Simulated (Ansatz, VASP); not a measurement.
One calculation of TiC, two programs

```
Ti C
1.0
     4.31556    0.00000    0.00000
    -2.15778    3.73739    0.00000
     0.00000    0.00000    4.20305
Ti C
2 2
Direct
  0.33333 0.66667 0.00000
  0.66667 0.33333 0.00000
  0.33333 0.66667 0.50000
  0.66667 0.33333 0.50000
```

Alike in both runs: functional PBE; k mesh 12 × 12 × 12; occupations gaussian, width 0.1 eV; collinear spin.

Ansatz relaxed the structure, and its values are those at the end. VASP's run is a single point on that final structure, the one shown.

```csv
,VASP,Ansatz
version,VASP 6.6.1,Ansatz 0.2.0
potentials or method,"VASP PAW PBE potentials, release 64 (Ti_sv, C), cutoff 520 eV","scalar-relativistic, plane waves, PAW"
valence electrons in the cell,32,32
```

Ansatz gave:

```
gap on the k mesh at the Fermi level (eV)                     : none
pressure (GPa)                                                : 0.0
net moment per atom (μB)                                      : 0.45
size of the moment on the site where the two differ most (μB) : 0.56
```

Task: Which values does VASP return?

Result: gap on the k mesh at the Fermi level (eV): none; pressure (GPa): 0.0; net moment per atom (μB): 0.44; size of the moment on the site where the two differ most (μB): 0.77.

Site moments also hang on the region over which each program counts them. A gap of «none» marks a metal or a gap that the smearing closes. With one functional, cell and mesh, what is left measures potentials, basis and numerics.
